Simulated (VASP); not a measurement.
# LaAl2SiRu2 (P4/mmm) in VASP: a series of runs, part 2 of 2

VASP 6.6.1. Earlier steps stand in the parts before.

### Step 3. Relaxation of cell and atoms, PBEsol

Input file INCAR:

```
SYSTEM = LaAl2SiRu2
  ALGO = Normal
  EDIFF = 1E-7
  EDIFFG = -0.01
  ENCUT = 600
  GGA = PS
  IBRION = 2
  ISIF = 3
  ISMEAR = -1
  LASPH = .TRUE.
  LCHARG = .FALSE.
  LREAL = .FALSE.
  LWAVE = .FALSE.
  NELM = 60
  NSW = 60
  PREC = Accurate
  SIGMA = 0.0104
```

Input file KPOINTS:

```
k-points
0
G
  4 4 3
  0 0 0
```

Input file POSCAR:

```
LaAl2SiRu2
1.0
    4.4096210000      0.0000000000      0.0000000000
    0.0000000000      4.4096210000      0.0000000000
    0.0000000000      0.0000000000      5.9290320000
La Si Al Ru
1 1 2 2
Direct
    0.0000000000      0.0000000000      0.5000000000
    0.0000000000      0.0000000000      0.0000000000
    0.5000000000      0.5000000000      0.2537000000
    0.5000000000      0.5000000000      0.7463000000
    0.0000000000      0.5000000000      0.0000000000
    0.5000000000      0.0000000000      0.0000000000
```

Potentials or basis: VASP PAW PBE potentials, release 64 (La, Si, Al, Ru_pv).

Run with:

```
$ cat potpaw_PBE.64/La/POTCAR potpaw_PBE.64/Si/POTCAR potpaw_PBE.64/Al/POTCAR potpaw_PBE.64/Ru_pv/POTCAR > POTCAR
$ mpirun -np 1 vasp_std > vasp.out
```

OUTCAR:

```text
SYSTEM = LaAl2SiRu2
   EDIFF = 1E-7
   EDIFFG = -0.01
   ENCUT = 600
   GGA = PS
   IBRION = 2
   ISIF = 3
   ISMEAR = -1
   LASPH = .TRUE.
   LREAL = .FALSE.
   NELM = 60
   NSW = 60
   PREC = Accurate

 ion  position               nearest neighbor table
   1  0.000  0.000  0.500-   2 2.96   2 2.96   4 3.44   3 3.44   3 3.44   4 3.44   3 3.44   4 3.44
                             3 3.44   4 3.44
   2  0.000  0.000  0.000-   5 2.20   6 2.20   5 2.20   6 2.20   1 2.96   1 2.96
   3  0.500  0.500  0.254-   5 2.67   6 2.67   6 2.67   5 2.67   4 2.92   4 3.01   1 3.44   1 3.44
                             1 3.44   1 3.44
   4  0.500  0.500  0.746-   5 2.67   6 2.67   6 2.67   5 2.67   3 2.92   3 3.01   1 3.44   1 3.44
                             1 3.44   1 3.44
   5  0.000  0.500  0.000-   2 2.20   2 2.20   4 2.67   3 2.67   3 2.67   4 2.67   6 3.12   6 3.12
                             6 3.12   6 3.12
[... 191 lines left out ...]
  Total       -1.2495409     -1.2495409     -2.8126943      0.0000000     -0.0000000     -0.0000000
  in kB      -17.3649981    -17.3649981    -39.0883015      0.0000000     -0.0000000     -0.0000000
  external PRESSURE =     -24.6060992 kB  Pullay stress =       0.0000000 kB
[... 227 lines left out ...]
--------------------------------------- Ionic step        7  -------------------------------------------

 number of electron      49.0000008 magnetization

 Free energy of the ion-electron system (eV)
  ---------------------------------------------------
  ext. energy  EPLUGINS =         0.00000000
  ---------------------------------------------------
  free energy    TOTEN  =       -42.33948511 eV

  energy without entropy =      -42.33751449  energy(sigma->0) =      -42.33849980

 E-fermi :   8.8357     XC(G=0): -11.0792

 val. band max:        8.8110987237   @ k =   0.5000   0.2500   0.3333
 cond. band min:       8.8792169639   @ k =   0.2500   0.2500   0.0000
 fundamental gap:      0.0681182403
 Fermi energy:         8.8356721673

 k-point     1 :       0.0000    0.0000    0.0000
  band No.  band energies     occupation
      1     -34.1563      2.00000
      2     -34.1563      2.00000
      3     -33.7331      2.00000
      4     -33.7331      2.00000
      5     -33.3519      2.00000
      6     -33.3237      2.00000
[... 406 lines left out ...]
  FREE ENERGIE OF THE ION-ELECTRON SYSTEM (eV)
  ---------------------------------------------------
  free  energy   TOTEN  =       -42.3394851069 eV

  energy  without entropy=      -42.3375144922  energy(sigma->0) =      -42.33849980

 reached required accuracy - stopping structural energy minimisation
```

Wall time 19 min (1 thread of Intel Xeon 8259CL, shared host); peak memory 0.29 GiB.

What came out:

| Item | Value |
| --- | --- |
| Free energy | -42.3395 eV |
| Relaxed volume | 18.76 Å³/atom |
| Relaxed cell | a = 4.397 Å, b = 4.397 Å, c = 5.823 Å, α = 90.00°, β = 90.00°, γ = 90.00° |
| Space group after relaxing (to 0.1 Å) | P4/mmm (No. 123) |
| Energy gained by relaxing | 4.8 meV/atom |
| Ionic steps | 7 |
| Pressure after relaxing | 0.0 GPa |
| Band gap on the k mesh | zero (an odd number of electrons rules out a gap without spin polarisation) |

Forces in eV/Å, atoms in the order of the input:
```
La   0.000  0.000  0.000
Si   0.000  0.000  0.000
Al   0.000  0.000 -0.002
Al   0.000  0.000  0.002
Ru   0.000  0.000  0.000
Ru   0.000  0.000  0.000
```

The path:
```csv
step,energy change (eV),largest force (eV/Å),pressure (GPa),volume (Å³)
1,0.0000,0.0760,-2.46,115.29
2,-0.0070,0.2288,2.86,110.43
3,-0.0249,0.0860,0.31,112.62
4,-0.0280,0.0869,-0.12,112.69
5,-0.0283,0.0882,-0.03,112.67
6,-0.0288,0.0456,-0.03,112.62
7,-0.0290,0.0020,-0.03,112.57
```

Final structure:
```yaml
crystal:
  lattice:
    - [4.39682, 0.00000, 0.00000]
    - [0.00000, 4.39682, 0.00000]
    - [0.00000, 0.00000, 5.82298]
  atoms:
    - { symbol: La, position: [0.00000, 0.00000, 0.50000] }
    - { symbol: Si, position: [0.00000, 0.00000, 0.00000] }
    - { symbol: Al, position: [0.50000, 0.50000, 0.25527] }
    - { symbol: Al, position: [0.50000, 0.50000, 0.74473] }
    - { symbol: Ru, position: [0.00000, 0.50000, 0.00000] }
    - { symbol: Ru, position: [0.50000, 0.00000, 0.00000] }
```

Caveat: the PAW data sets were made with another functional, which shifts forces and pressure a little; spin-orbit coupling is left out, which moves the levels of the heavy elements.

### Step 4. Relaxation of cell and atoms, PBEsol

Input file INCAR:

```
  ALGO = Normal
  EDIFF = 1E-6
  EDIFFG = -0.01
  ENCUT = 600
  GGA = PS
  IBRION = 2
  ISIF = 3
  ISMEAR = -1
  LASPH = T
  LCHARG = F
  LREAL = F
  LWAVE = F
  NELM = 80
  NSW = 60
  PREC = Accurate
  SIGMA = 0.0104
```

Input file KPOINTS:

```
k-points
0
Gamma
  4 4 3
```

POSCAR is that of step 3.

Run with:

```
$ cat potpaw_PBE.64/La/POTCAR potpaw_PBE.64/Si/POTCAR potpaw_PBE.64/Al/POTCAR potpaw_PBE.64/Ru_pv/POTCAR > POTCAR
$ mpirun -np 1 vasp_std > vasp.out
```

It took 12 min on 1 thread of Intel Xeon 8259CL, shared host; peak memory 0.29 GiB.

The run converged. Its results:

```
Free energy                           : -42.3395 eV
Relaxed volume                        : 18.76 Å³/atom
Relaxed cell                          : a = 4.397 Å, b = 4.397 Å, c = 5.823 Å, α = 90.00°, β = 90.00°, γ = 90.00°
Space group after relaxing (to 0.1 Å) : P4/mmm (No. 123)
Energy gained by relaxing             : 4.8 meV/atom
Ionic steps                           : 7
Pressure after relaxing               : 0.0 GPa
Band gap on the k mesh                : zero (an odd number of electrons rules out a gap without spin polarisation)
```

The path:
| step | energy change (eV) | largest force (eV/Å) | pressure (GPa) | volume (Å³) |
| --- | --- | --- | --- | --- |
| 1 | 0.0000 | 0.0760 | -2.45 | 115.29 |
| 2 | -0.0073 | 0.2282 | 2.84 | 110.44 |
| 3 | -0.0249 | 0.0864 | 0.31 | 112.61 |
| 4 | -0.0280 | 0.0869 | -0.10 | 112.69 |
| 5 | -0.0283 | 0.0885 | -0.03 | 112.67 |
| 6 | -0.0288 | 0.0457 | -0.01 | 112.62 |
| 7 | -0.0290 | 0.0000 | 0.00 | 112.56 |

Final structure:
```cif
data_structure
_symmetry_space_group_name_H-M 'P 1'
_symmetry_Int_Tables_number 1
_cell_length_a 4.3967
_cell_length_b 4.3967
_cell_length_c 5.8229
_cell_angle_alpha 90.000
_cell_angle_beta 90.000
_cell_angle_gamma 90.000
_cell_volume 112.56
loop_
_atom_site_label
_atom_site_type_symbol
_atom_site_fract_x
_atom_site_fract_y
_atom_site_fract_z
_atom_site_occupancy
La1 La 0.00000 0.00000 0.50000 1
Si1 Si 0.00000 0.00000 0.00000 1
Al1 Al 0.50000 0.50000 0.25524 1
Al2 Al 0.50000 0.50000 0.74476 1
Ru1 Ru 0.00000 0.50000 0.00000 1
Ru2 Ru 0.50000 0.00000 0.00000 1
```

Levels at points of the mesh, in eV from the Fermi level:
```
           k point  band 22  band 23  band 24  band 25  band 26  band 27
(0.00, 0.00, 0.00)    -1.39    -1.39    -1.36     0.05     0.53     1.11
(0.50, 0.00, 0.00)    -2.00    -0.81    -0.22    -0.04     0.08     0.95
(0.50, 0.50, 0.00)    -1.38    -1.38    -1.03    -0.95     0.56     0.56
```

Caveat: the PAW data sets were made with another functional, which shifts forces and pressure a little; spin-orbit coupling is left out, which moves the levels of the heavy elements.

The gap in the log of VASP goes by the Fermi energy; the results here count the filled bands.